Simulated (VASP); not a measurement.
# C (Fd-3m) in VASP: a series of runs

The runs below take C through relaxation of cell and atoms, single point, with PBEsol.

All numbers are computed with VASP 6.6.1; they aren't measurements. Logs are shortened: lines on timing, memory, paths and dates and some standing lists are left out, and cuts for length are marked.

## 1. The cell of the first run

It takes space group Fd-3m (No. 227, cubic). Conventional cell: a = 3.554 Å, b = 3.554 Å, c = 3.554 Å, α = 90.00°, β = 90.00°, γ = 90.00°. Within 2.1 Å of C (site symmetry -43m) lie 4 C at 1.54 Å.

## 2. Relaxation of cell and atoms, PBEsol

The input, INCAR:

```
SYSTEM = C
  PREC = Accurate
  ENCUT = 600
  EDIFF = 1E-6
  ISMEAR = 0
  SIGMA = 0.02
  LREAL = .FALSE.
  LASPH = .TRUE.
  NELM = 80
  ALGO = Normal
  ISIF = 3
  LWAVE = .FALSE.
  LCHARG = .FALSE.
  GGA = PS
  IBRION = 2
  NSW = 80
  EDIFFG = -0.01
```

The input, KPOINTS:

```
regular mesh
0
G
  12 12 12
  0 0 0
```

The input, POSCAR:

```
C
1.0
    0.0000000000      1.7769267971      1.7769267971
    1.7769267971      0.0000000000      1.7769267971
    1.7769267971      1.7769267971      0.0000000000
C
2
Direct
    0.0000000000      0.0000000000      0.0000000000
    0.2500000000      0.2500000000      0.2500000000
```

Potentials or basis: VASP PAW PBE potentials, release 64 (C).

Launch:

```console
cat potpaw_PBE.64/C/POTCAR > POTCAR
mpirun -np 1 vasp_std > vasp.out
```

OUTCAR:

```text
SYSTEM = C
   PREC = Accurate
   ENCUT = 600
   EDIFF = 1E-6
   ISMEAR = 0
   LREAL = .FALSE.
   LASPH = .TRUE.
   NELM = 80
   ISIF = 3
   GGA = PS
   IBRION = 2
   NSW = 80
   EDIFFG = -0.01

 ion  position               nearest neighbor table
   1  0.000  0.000  0.000-   2 1.54   2 1.54   2 1.54   2 1.54
   2  0.250  0.250  0.250-   1 1.54   1 1.54   1 1.54   1 1.54

  LATTYP: Found a face centered cubic cell.
 ALAT       =     3.5538535942

  Lattice vectors:

 A1 = (   0.0000000000,   1.7769267971,   1.7769267971)
 A2 = (   1.7769267971,   0.0000000000,   1.7769267971)
 A3 = (   1.7769267971,   1.7769267971,   0.0000000000)

Analysis of symmetry for initial positions (statically):
=====================================================================
 Subroutine PRICEL returns:
 Original cell was already a primitive cell.

 Routine SETGRP: Setting up the symmetry group for a
 face centered cubic supercell.

 Subroutine GETGRP returns: Found 48 space group operations
 (whereof 24 operations were pure point group operations)
 out of a pool of 48 trial point group operations.

The static configuration has the point symmetry T_d .
 The point group associated with its full space group is O_h .

Analysis of symmetry for dynamics (positions and initial velocities):
=====================================================================
 Subroutine PRICEL returns:
 Original cell was already a primitive cell.

 Routine SETGRP: Setting up the symmetry group for a
 face centered cubic supercell.

 Subroutine GETGRP returns: Found 48 space group operations
 (whereof 24 operations were pure point group operations)
 out of a pool of 48 trial point group operations.

The dynamic configuration has the point symmetry T_d .
 The point group associated with its full space group is O_h .

 Subroutine INISYM returns: Found 48 space group operations
 (whereof 24 operations are pure point group operations),
 and found     1 'primitive' translations

----------------------------------------------------------------------------------------

                                     Primitive cell

  volume of cell :      11.2212

  direct lattice vectors                    reciprocal lattice vectors
     0.000000000  1.776926797  1.776926797    -0.281384692  0.281384692  0.281384692
     1.776926797  0.000000000  1.776926797     0.281384692 -0.281384692  0.281384692
[... 100 lines left out ...]
   ISMEAR =     0;   SIGMA  =   0.02  broadening in eV -4-tet -1-fermi 0-gaus
   EFERMI_NEDOS =   21; number of points for ismear=-14 and -15
   IALGO  =     38    algorithm
   IMIX   =      4    mixing-type and parameters
     AMIX     =   0.40;   BMIX     =  1.00
     AMIX_MAG =   1.60;   BMIX_MAG =  1.00
  volume/ion in A,a.u.               =       5.61        37.86
  Fermi-wavevector in a.u.,A,eV,Ry     =   1.462487  2.763699 29.101061  2.138868
  Thomas-Fermi vector in A             =   2.578694
   LORBIT       =      0    0 simple, 1 ext, 2 COOP (PROOUT), +10 PAW based schemes
   GGA     = PS    functional components
   LHFCALC =     F    Hartree Fock is set to
   AEXX    =    0.0000 exact exchange contribution
   IVDW    =     0    specifies the selected vdW correction
   LEPSILON=     F    determine dielectric tensor
   LRPA    =     F    only Hartree local field effects (RPA)
 conjugate gradient relaxation of ions
 non-spin polarized calculation
 Gauss-broadening in eV      SIGMA  =   0.02
  energy-cutoff  :      600.00
  volume of cell :       11.22
 maximum number of plane-waves:       388
   NGX =  9   NGY =  9   NGZ =  9

--------------------------------------- Ionic step        1  -------------------------------------------

 number of electron       7.9999999 magnetization

 Free energy of the ion-electron system (eV)
  ---------------------------------------------------
  ext. energy  EPLUGINS =         0.00000000
  ---------------------------------------------------
  free energy    TOTEN  =       -19.25424784 eV

  energy without entropy =      -19.25424784  energy(sigma->0) =      -19.25424784

------------------------ aborting loop because EDIFF is reached ----------------------------------------

  FORCE on cell =-STRESS in cart. coord.  units (eV):
  Direction    XX          YY          ZZ          XY          YZ          ZX
  --------------------------------------------------------------------------------------
  -------------------------------------------------------------------------------------
  Total        0.0295084      0.0295084      0.0295084     -0.0000000     -0.0000000      0.0000000
  in kB        4.2132517      4.2132517      4.2132517     -0.0000000     -0.0000000      0.0000000
  external PRESSURE =       4.2132517 kB  Pullay stress =       0.0000000 kB
[... 59 lines left out ...]
--------------------------------------- Ionic step        3  -------------------------------------------

 number of electron       7.9999999 magnetization

 Free energy of the ion-electron system (eV)
  ---------------------------------------------------
  ext. energy  EPLUGINS =         0.00000000
  ---------------------------------------------------
  free energy    TOTEN  =       -19.25426147 eV

  energy without entropy =      -19.25426147  energy(sigma->0) =      -19.25426147

 E-fermi :  10.0428     XC(G=0): -13.4818

 val. band max:        9.8520464882   @ k =   0.0000   0.0000   0.0000
 cond. band min:      13.9107895808   @ k =   0.3333   0.3333   0.0000
 fundamental gap:      4.0587430926
 Fermi energy:        10.0427656678

 k-point     1 :       0.0000    0.0000    0.0000
  band No.  band energies     occupation
      1     -11.8030      2.00000
      2       9.8520      2.00000
      3       9.8520      2.00000
      4       9.8520      2.00000
      5      15.4188      0.00000
      6      15.4188      0.00000
      7      15.4188      0.00000
      8      23.4469      0.00000
[... 243 lines left out ...]
 k-point    24 :      -0.4167    0.1667    0.0000
  band No.  band energies     occupation
      1      -5.5170      2.00000
      2      -2.8508      2.00000
      3       4.3099      2.00000
      4       6.2102      2.00000
      5      17.3164      0.00000
      6      20.0880      0.00000
      7      21.1588      0.00000
      8      25.3051      0.00000

 [... further k-points ...]

------------------------ aborting loop because EDIFF is reached ----------------------------------------

  FORCE on cell =-STRESS in cart. coord.  units (eV):
  Direction    XX          YY          ZZ          XY          YZ          ZX
  --------------------------------------------------------------------------------------
  -------------------------------------------------------------------------------------
  Total        0.0001228      0.0001228      0.0001228      0.0000000     -0.0000000      0.0000000
  in kB        0.0175136      0.0175136      0.0175136      0.0000000     -0.0000000      0.0000000
  external PRESSURE =       0.0175136 kB  Pullay stress =       0.0000000 kB
[... 17 lines left out ...]
  FREE ENERGIE OF THE ION-ELECTRON SYSTEM (eV)
  ---------------------------------------------------
  free  energy   TOTEN  =       -19.2542614731 eV

  energy  without entropy=      -19.2542614731  energy(sigma->0) =      -19.25426147

 reached required accuracy - stopping structural energy minimisation
```

Wall time 7.6 s (1 thread of Intel Xeon 6975P-C, shared host); peak memory 0.12 GiB.

What came out:

| Item | Value |
| --- | --- |
| Free energy | -19.2543 eV |
| Relaxed volume | 5.62 Å³/atom |
| Relaxed cell | a = 2.514 Å, b = 2.514 Å, c = 2.514 Å, α = 60.00°, β = 60.00°, γ = 60.00° |
| Space group after relaxing (to 0.05 Å) | Fd-3m (No. 227) |
| Energy gained by relaxing | 0.0 meV/atom |
| Ionic steps | 3 |
| Pressure after relaxing | 0.0 GPa |
| Band gap on the k mesh | 4.06 eV, indirect (least direct gap 5.57 eV) |

Final structure:
```yaml
crystal:
  lattice:
    - [0.00000, 1.77748, 1.77748]
    - [1.77748, 0.00000, 1.77748]
    - [1.77748, 1.77748, 0.00000]
  atoms:
    - { symbol: C, position: [0.00000, 0.00000, 0.00000] }
    - { symbol: C, position: [0.25000, 0.25000, 0.25000] }
```

Caveat: the PAW data sets were made with another functional, which shifts forces and pressure a little.

## 3. Single point, PBEsol

The input, INCAR:

```
PREC = Accurate
ENCUT = 910
EDIFF = 1E-6
ISMEAR = 0
SIGMA = 0.02
LREAL = False
LASPH = True
NELM = 120
ALGO = Normal
ISIF = 2
LWAVE = False
LCHARG = False
GGA = PS
NBANDS = 11
GGA_COMPAT = False
```

The input, KPOINTS:

```
regular mesh
0
Gamma
  12 12 12
```

POSCAR is that of step 2.

Potentials or basis: VASP PAW PBE potentials, release 64 (C_h).

Launch:

```console
cat potpaw_PBE.64/C_h/POTCAR > POTCAR
mpirun -np 1 vasp_std > vasp.out
```

OUTCAR:

```text
PREC = Accurate
   ENCUT = 910
   EDIFF = 1E-6
   ISMEAR = 0
   LREAL = False
   LASPH = True
   NELM = 120
   ISIF = 2
   GGA = PS

 ion  position               nearest neighbor table
   1  0.000  0.000  0.000-
   2  0.250  0.250  0.250-

  LATTYP: Found a face centered cubic cell.
 ALAT       =     3.5538535942

  Lattice vectors:

 A1 = (   0.0000000000,   1.7769267971,   1.7769267971)
 A2 = (   1.7769267971,   0.0000000000,   1.7769267971)
 A3 = (   1.7769267971,   1.7769267971,   0.0000000000)

Analysis of symmetry for initial positions (statically):
=====================================================================
 Subroutine PRICEL returns:
 Original cell was already a primitive cell.

 Routine SETGRP: Setting up the symmetry group for a
 face centered cubic supercell.

 Subroutine GETGRP returns: Found 48 space group operations
 (whereof 24 operations were pure point group operations)
 out of a pool of 48 trial point group operations.

The static configuration has the point symmetry T_d .
 The point group associated with its full space group is O_h .

Analysis of symmetry for dynamics (positions and initial velocities):
=====================================================================
 Subroutine PRICEL returns:
 Original cell was already a primitive cell.

 Routine SETGRP: Setting up the symmetry group for a
 face centered cubic supercell.

 Subroutine GETGRP returns: Found 48 space group operations
 (whereof 24 operations were pure point group operations)
 out of a pool of 48 trial point group operations.

The dynamic configuration has the point symmetry T_d .
 The point group associated with its full space group is O_h .

 Subroutine INISYM returns: Found 48 space group operations
 (whereof 24 operations are pure point group operations),
 and found     1 'primitive' translations

----------------------------------------------------------------------------------------

                                     Primitive cell

[... 118 lines left out ...]
   IVDW    =     0    specifies the selected vdW correction
   LEPSILON=     F    determine dielectric tensor
   LRPA    =     F    only Hartree local field effects (RPA)
 non-spin polarized calculation
 Gauss-broadening in eV      SIGMA  =   0.02
  energy-cutoff  :      910.00
  volume of cell :       11.22
 maximum number of plane-waves:       725
 NGX is ok and might be reduce to    28
   NGX = 13   NGY = 13   NGZ = 13

 number of electron       8.0000000 magnetization

 Free energy of the ion-electron system (eV)
  ---------------------------------------------------
  ext. energy  EPLUGINS =         0.00000000
  ---------------------------------------------------
  free energy    TOTEN  =       -19.27633569 eV

  energy without entropy =      -19.27633569  energy(sigma->0) =      -19.27633569

 E-fermi :  11.2465     XC(G=0): -13.6283

 val. band max:       11.0897334874   @ k =   0.0000   0.0000   0.0000
 cond. band min:      15.1551287287   @ k =   0.3333   0.3333   0.0000
 fundamental gap:      4.0653952413
 Fermi energy:        11.2465444339

 k-point     1 :       0.0000    0.0000    0.0000
  band No.  band energies     occupation
      1     -10.5756      2.00000
      2      11.0897      2.00000
      3      11.0897      2.00000
      4      11.0897      2.00000
      5      16.6646      0.00000
      6      16.6646      0.00000
      7      16.6646      0.00000
      8      24.7134      0.00000
      9      30.1933      0.00000
     10      37.6458      0.00000
     11      37.6458      0.00000
[... 309 lines left out ...]
 k-point    24 :      -0.4167    0.1667    0.0000
  band No.  band energies     occupation
      1      -4.2836      2.00000
      2      -1.6185      2.00000
      3       5.5468      2.00000
      4       7.4472      2.00000
      5      18.5614      0.00000
      6      21.3352      0.00000
      7      22.4118      0.00000
      8      26.5580      0.00000
      9      30.4334      0.00000
     10      35.2149      0.00000
     11      35.6896      0.00000

 [... further k-points ...]

------------------------ aborting loop because EDIFF is reached ----------------------------------------

  FORCE on cell =-STRESS in cart. coord.  units (eV):
  Direction    XX          YY          ZZ          XY          YZ          ZX
  --------------------------------------------------------------------------------------
  -------------------------------------------------------------------------------------
  Total       -0.0014630     -0.0014630     -0.0014630     -0.0000000     -0.0000000      0.0000000
  in kB       -0.2088910     -0.2088910     -0.2088910     -0.0000000     -0.0000000      0.0000000
  external PRESSURE =      -0.2088910 kB  Pullay stress =       0.0000000 kB

 VOLUME and BASIS-vectors are now :
 -----------------------------------------------------------------------------
  energy-cutoff  :      910.00
  volume of cell :       11.22
      direct lattice vectors                 reciprocal lattice vectors
     0.000000000  1.776926797  1.776926797    -0.281384692  0.281384692  0.281384692
     1.776926797  0.000000000  1.776926797     0.281384692 -0.281384692  0.281384692
     1.776926797  1.776926797  0.000000000     0.281384692  0.281384692 -0.281384692

 POSITION                                       TOTAL-FORCE (eV/Angst)
 -----------------------------------------------------------------------------------
      0.00000      0.00000      0.00000         0.000000      0.000000      0.000000
      0.88846      0.88846      0.88846        -0.000000     -0.000000     -0.000000
 -----------------------------------------------------------------------------------
    total drift:                                0.000000      0.000000      0.000000

  FREE ENERGIE OF THE ION-ELECTRON SYSTEM (eV)
  ---------------------------------------------------
  free  energy   TOTEN  =       -19.2763356950 eV

  energy  without entropy=      -19.2763356950  energy(sigma->0) =      -19.27633569
```

stdout:

```text
POSCAR found type information on POSCAR C
 POSCAR found :  1 types and       2 ions
 scaLAPACK will be used
 -----------------------------------------------------------------------------
|                                                                             |
|                                                                             |
|     You enforced a specific xc type in the INCAR file but a different       |
|     I HOPE YOU KNOW WHAT YOU ARE DOING!                                     |
|                                                                             |
 -----------------------------------------------------------------------------

 LDA part: xc-table for (Slater+PW92), standard interpolation
 POSCAR, INCAR and KPOINTS ok, starting setup
 FFT: planning ... GRIDC
 FFT: planning ... GRID_SOFT
 FFT: planning ... GRID
 WAVECAR not read
 entering main loop
```

It took 16 s on 1 thread of Intel Xeon Platinum 8559C (Emerald Rapids), shared host; peak memory 0.15 GiB.

What came out:

- Free energy: -19.2763 eV
- Pressure: 0.0 GPa
- Band gap on the k mesh: 4.07 eV, indirect (least direct gap 5.57 eV)

Levels at points of the mesh, in eV from the valence-band top:
| k point | band 1 | band 2 | band 3 | band 4 | band 5 | band 6 | band 7 | band 8 |
| --- | --- | --- | --- | --- | --- | --- | --- | --- |
| (0.00, 0.00, 0.00) | -21.67 | 0.00 | 0.00 | 0.00 | 5.57 | 5.57 | 5.57 | 13.62 |
| (0.50, 0.00, 0.00) | -15.77 | -13.58 | -2.84 | -2.84 | 8.43 | 8.43 | 8.99 | 15.59 |
| (0.50, 0.50, 0.00) | -12.85 | -12.85 | -6.40 | -6.40 | 4.63 | 4.63 | 16.95 | 16.95 |

Caveat: the cutoff is under 1.25 times the usual one of these potentials, so pressure, stress and relaxed cells hold a basis-set (Pulay) error; the PAW data sets were made with another functional, which shifts forces and pressure a little.

## 4. Single point, PBEsol

The input, INCAR:

```
SYSTEM = C
PREC = Accurate
ENCUT = 910
EDIFF = 1E-6
ISMEAR = 0
SIGMA = 0.1
LREAL = .FALSE.
LASPH = .TRUE.
NELM = 120
ALGO = Normal
ISIF = 2
LWAVE = .FALSE.
LCHARG = .FALSE.
GGA = PS
NBANDS = 11
GGA_COMPAT = .FALSE.
```

The input, KPOINTS:

```
regular mesh
0
G
  8 8 8
  0 0 0
```

POSCAR is that of step 3.

Potentials or basis: VASP PAW PBE potentials, release 64 (C_h).

Launch:

```console
cat potpaw_PBE.64/C_h/POTCAR > POTCAR
mpirun -np 1 vasp_std > vasp.out
```

OUTCAR:

```text
SYSTEM = C
   PREC = Accurate
   ENCUT = 910
   EDIFF = 1E-6
   ISMEAR = 0
   LREAL = .FALSE.
   LASPH = .TRUE.
   NELM = 120
   ISIF = 2
   GGA = PS

 ion  position               nearest neighbor table
   1  0.000  0.000  0.000-
   2  0.250  0.250  0.250-

  LATTYP: Found a face centered cubic cell.
 ALAT       =     3.5538535942

  Lattice vectors:

 A1 = (   0.0000000000,   1.7769267971,   1.7769267971)
[... 521 lines left out ...]
     11      37.3894      0.00000

 [... further k-points ...]

------------------------ aborting loop because EDIFF is reached ----------------------------------------

  FORCE on cell =-STRESS in cart. coord.  units (eV):
  Direction    XX          YY          ZZ          XY          YZ          ZX
  --------------------------------------------------------------------------------------
  -------------------------------------------------------------------------------------
  Total       -0.0012669     -0.0012669     -0.0012669      0.0000000      0.0000000      0.0000000
  in kB       -0.1808898     -0.1808898     -0.1808898      0.0000000      0.0000000      0.0000000
  external PRESSURE =      -0.1808898 kB  Pullay stress =       0.0000000 kB

 VOLUME and BASIS-vectors are now :
 -----------------------------------------------------------------------------
  energy-cutoff  :      910.00
  volume of cell :       11.22
      direct lattice vectors                 reciprocal lattice vectors
     0.000000000  1.776926797  1.776926797    -0.281384692  0.281384692  0.281384692
     1.776926797  0.000000000  1.776926797     0.281384692 -0.281384692  0.281384692
     1.776926797  1.776926797  0.000000000     0.281384692  0.281384692 -0.281384692

 POSITION                                       TOTAL-FORCE (eV/Angst)
 -----------------------------------------------------------------------------------
      0.00000      0.00000      0.00000         0.000000      0.000000      0.000000
      0.88846      0.88846      0.88846        -0.000000     -0.000000     -0.000000
 -----------------------------------------------------------------------------------
    total drift:                                0.000000      0.000000      0.000000

  FREE ENERGIE OF THE ION-ELECTRON SYSTEM (eV)
  ---------------------------------------------------
  free  energy   TOTEN  =       -19.2754418618 eV

  energy  without entropy=      -19.2754418618  energy(sigma->0) =      -19.27544186
```

Run time: 7.4 s. Hardware: 1 thread of Intel Xeon Platinum 8259CL at 2.50GHz (Skylake/Cascade Lake), shared host; peak memory 0.14 GiB.

What came out:

| Item | Value |
| --- | --- |
| Free energy | -19.2754 eV |
| Pressure | 0.0 GPa |
| Band gap on the k mesh | 4.03 eV, indirect (least direct gap 5.57 eV) |

Levels at points of the mesh, in eV from the valence-band top:
| k point | band 1 | band 2 | band 3 | band 4 | band 5 | band 6 | band 7 | band 8 |
| --- | --- | --- | --- | --- | --- | --- | --- | --- |
| (0.00, 0.00, 0.00) | -21.67 | 0.00 | 0.00 | 0.00 | 5.57 | 5.57 | 5.57 | 13.62 |
| (0.50, 0.00, 0.00) | -15.77 | -13.58 | -2.84 | -2.84 | 8.43 | 8.43 | 8.99 | 15.59 |
| (0.50, 0.50, 0.00) | -12.85 | -12.85 | -6.40 | -6.40 | 4.63 | 4.63 | 16.95 | 16.95 |

Caveat: the cutoff is under 1.25 times the usual one of these potentials, so pressure, stress and relaxed cells hold a basis-set (Pulay) error; the PAW data sets were made with another functional, which shifts forces and pressure a little. A k mesh can miss the band edges.

(Part 1 of 2 ends here.)
